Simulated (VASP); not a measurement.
# Ir (P6_3/mmc) in VASP: a series of runs, part 2 of 2

VASP 6.6.1. The steps go on from the part before.

## (3) Single point, LDA, collinear spin (13.07 Å³/atom)

The input, INCAR:

```
SYSTEM = Ir
  PREC = Accurate
  ENCUT = 560
  EDIFF = 1E-6
  ISMEAR = 0
  SIGMA = 0.15
  LREAL = .FALSE.
  LASPH = .TRUE.
  NELM = 200
  ALGO = Normal
  ISIF = 2
  LWAVE = .FALSE.
  LCHARG = .FALSE.
  ISPIN = 2
  MAGMOM = 0.5 0.5
  LORBIT = 11
  NUPDOWN = 1.0
  LMAXMIX = 4
  NBANDS = 28
  GGA_COMPAT = .FALSE.
```

The input, KPOINTS:

```
Automatic mesh
0
G
  21 21 12
  0 0 0
```

The input, POSCAR:

```
Ir
1.0
    2.6500373936      0.0000000000      0.0000000000
   -1.3250186968      2.2949997038      0.0000000000
    0.0000000000      0.0000000000      4.2967294997
Ir
2
Direct
    0.6666666667      0.3333333333      0.7500000000
    0.3333333333      0.6666666667      0.2500000000
```

Potentials or basis: VASP PAW LDA potentials, release 64 (Ir_sv_GW).

Launch:

```sh
cat potpaw_LDA.64/Ir_sv_GW/POTCAR > POTCAR
mpirun -np 1 vasp_std > vasp.out
```

Wall time 3.1 min (1 thread of Intel Xeon 6975P-C (Granite Rapids), shared host); peak memory 0.44 GiB.

Results (log left out):

| Property | Result |
| --- | --- |
| Free energy | -21.3308 eV |
| Pressure | 31.4 GPa |
| Net moment | 1.00 μB per cell |
| Site moments | Ir +0.49 μB |
| Valence electrons inside the program's atomic spheres | Ir 16.55 |

Stress tensor (GPa, compression positive):
```
31.47  0.00  0.00
 0.00 31.47  0.00
 0.00  0.00 31.38
```

Caveat: the cell stands under pressure; the total moment is fixed, so each spin has its own Fermi level and the state may be an excited one.

## (4) Single point, LDA, collinear spin (13.07 Å³/atom)

The input, INCAR:

```
SYSTEM = Ir
  ALGO = Fast
  EDIFF = 1E-6
  ENCUT = 520
  GGA = CA
  ISIF = 2
  ISMEAR = 0
  ISPIN = 2
  LASPH = .TRUE.
  LCHARG = .TRUE.
  LELF = .TRUE.
  LMAXMIX = 4
  LORBIT = 11
  LREAL = .FALSE.
  LVHAR = .TRUE.
  LWAVE = .FALSE.
  MAGMOM = 0.6 0.6
  NBANDS = 20
  NELM = 150
  NUPDOWN = 1.2
  PREC = Accurate
  SIGMA = 0.15
```

The input, KPOINTS:

```
k-points
0
G
  21 21 12
  0 0 0
```

POSCAR is that of step 3.

Potentials or basis: VASP PAW LDA potentials, release 64 (Ir).

Launch:

```sh
cat potpaw_LDA.64/Ir/POTCAR > POTCAR
mpirun -np 1 vasp_std > vasp.out
```

It took 7.5 min on 1 thread of Intel Xeon 8259CL, shared host; peak memory 0.33 GiB.

Results (log left out):

| Property | Result |
| --- | --- |
| Free energy | -20.0794 eV |
| Pressure | 36.3 GPa |
| Net moment | 1.20 μB per cell |
| Site moments | Ir +0.58 μB |
| Valence electrons inside the program's atomic spheres | Ir 8.72 |

Caveat: the cell stands under pressure; the total moment is fixed, so each spin has its own Fermi level and the state may be an excited one.

## (5) Single point, LDA, collinear spin (13.07 Å³/atom)

The input, INCAR:

```
  PREC = Accurate
  ENCUT = 520
  EDIFF = 1E-6
  ISMEAR = 0
  SIGMA = 0.15
  LREAL = F
  LASPH = T
  NELM = 150
  ALGO = Normal
  ISIF = 2
  LWAVE = F
  LCHARG = T
  ISPIN = 2
  MAGMOM = 0.4 0.4
  LORBIT = 11
  NUPDOWN = 0.8
  LMAXMIX = 4
  GGA = CA
  LELF = T
  LVHAR = T
  NBANDS = 20
```

The input, KPOINTS:

```
regular mesh
0
Gamma
  21 21 12
```

POSCAR is that of step 4.

Potentials or basis: VASP PAW LDA potentials, release 64 (Ir).

Launch:

```sh
cat potpaw_LDA.64/Ir/POTCAR > POTCAR
mpirun -np 1 vasp_std > vasp.out
```

OUTCAR:

```text
PREC = Accurate
   ENCUT = 520
   EDIFF = 1E-6
   ISMEAR = 0
   LREAL = F
   LASPH = T
   NELM = 150
   ISIF = 2
   ISPIN = 2
   LORBIT = 11
   NUPDOWN = 0.8
   GGA = CA

 ion  position               nearest neighbor table
   1  0.667  0.333  0.750-   2 2.64   2 2.64   2 2.64   2 2.64   2 2.64   2 2.64
   2  0.333  0.667  0.250-   1 2.64   1 2.64   1 2.64   1 2.64   1 2.64   1 2.64

  LATTYP: Found a hexagonal cell.
 ALAT       =     2.6500373936
 C/A-ratio  =     1.6213844794

  Lattice vectors:

 A1 = (   2.6500373936,   0.0000000000,   0.0000000000)
 A2 = (  -1.3250186968,   2.2949997038,   0.0000000000)
 A3 = (   0.0000000000,   0.0000000000,   4.2967294997)

Analysis of symmetry for initial positions (statically):
=====================================================================
 Subroutine PRICEL returns:
 Original cell was already a primitive cell.

 Routine SETGRP: Setting up the symmetry group for a
 hexagonal supercell.

 Subroutine GETGRP returns: Found 24 space group operations
[... 753 lines left out ...]
      4       7.6257      1.00000
      5       7.6257      1.00000
      6       8.3888      1.00000
[... 541 lines left out ...]
     19      33.6234      0.00000
     20      36.2313      0.00000

 [... further k-points ...]

------------------------ aborting loop because EDIFF is reached ----------------------------------------

  FORCE on cell =-STRESS in cart. coord.  units (eV):
  Direction    XX          YY          ZZ          XY          YZ          ZX
  --------------------------------------------------------------------------------------
  -------------------------------------------------------------------------------------
  Total        5.5861596      5.5861596      5.5714340     -0.0000000     -0.0000000      0.0000000
  in kB      342.4926615    342.4926615    341.5898201     -0.0000000     -0.0000000      0.0000000
  external PRESSURE =     342.1917143 kB  Pullay stress =       0.0000000 kB

 VOLUME and BASIS-vectors are now :
 -----------------------------------------------------------------------------
  energy-cutoff  :      520.00
  volume of cell :       26.13
      direct lattice vectors                 reciprocal lattice vectors
     2.650037394  0.000000000  0.000000000     0.377353166  0.217864952  0.000000000
    -1.325018697  2.294999704  0.000000000     0.000000000  0.435729904  0.000000000
     0.000000000  0.000000000  4.296729500     0.000000000  0.000000000  0.232735154

 POSITION                                       TOTAL-FORCE (eV/Angst)
 -----------------------------------------------------------------------------------
      1.32502      0.76500      3.22255         0.000000     -0.000000      0.000000
     -0.00000      1.53000      1.07418         0.000000      0.000000      0.000000
 -----------------------------------------------------------------------------------
    total drift:                               -0.000000      0.000000     -0.000000

  FREE ENERGIE OF THE ION-ELECTRON SYSTEM (eV)
  ---------------------------------------------------
  free  energy   TOTEN  =       -20.2189122598 eV

  energy  without entropy=      -20.1947273889  energy(sigma->0) =      -20.20681982

 total charge

# of ion       s       p       d       tot
------------------------------------------
    1        0.722   0.854   7.143   8.719
    2        0.722   0.854   7.143   8.719
--------------------------------------------------
tot          1.444   1.708  14.287  17.438

 magnetization (x)

# of ion       s       p       d       tot
------------------------------------------
    1        0.003   0.007   0.378   0.388
    2        0.003   0.007   0.378   0.388
--------------------------------------------------
tot          0.005   0.015   0.755   0.775
```

stdout:

```text
POSCAR found type information on POSCAR Ir
 POSCAR found :  1 types and       2 ions
 scaLAPACK will be used
 LDA part: xc-table for (Slater(with rela. corr.)+CA(PZ))
 , standard interpolation
 POSCAR, INCAR and KPOINTS ok, starting setup
 FFT: planning ... GRIDC
 FFT: planning ... GRID_SOFT
 FFT: planning ... GRID
 WAVECAR not read
 entering main loop
```

Run time: 6 min. Hardware: 1 thread of Intel Xeon 8259CL, shared host; peak memory 0.33 GiB.

Results:

| Item | Value |
| --- | --- |
| Free energy | -20.2189 eV |
| Pressure | 34.2 GPa |
| Net moment | 0.80 μB per cell |
| Site moments | Ir +0.39 μB |
| Valence electrons inside the program's atomic spheres | Ir 8.72 |

Stress tensor (GPa, compression positive):
```
34.25  0.00  0.00
 0.00 34.25  0.00
 0.00  0.00 34.16
```

Caveat: the cell stands under pressure; the total moment is fixed, so each spin has its own Fermi level and the state may be an excited one.

## (6) The runs side by side

```csv
potentials or basis,fixed moment (μB),cutoff (eV),pressure (GPa),moment (μB)
"VASP PAW LDA potentials, release 64 (Ir_sv_GW)",0.6,560,29.8,0.60
"VASP PAW LDA potentials, release 64 (Ir_sv_GW)",1.0,560,31.4,1.00
"VASP PAW LDA potentials, release 64 (Ir)",1.2,520,36.3,1.20
"VASP PAW LDA potentials, release 64 (Ir)",0.8,520,34.2,0.80
```

Alike in all rows: task single point; level LDA; spin collinear; cell as given; k mesh 21 × 21 × 12; smearing gaussian 0.15 eV.

Caveats: the cell stands under pressure; the total moment is fixed, so each spin has its own Fermi level and the state may be an excited one.

Absolute energies hang on the potentials; compare differences alone.
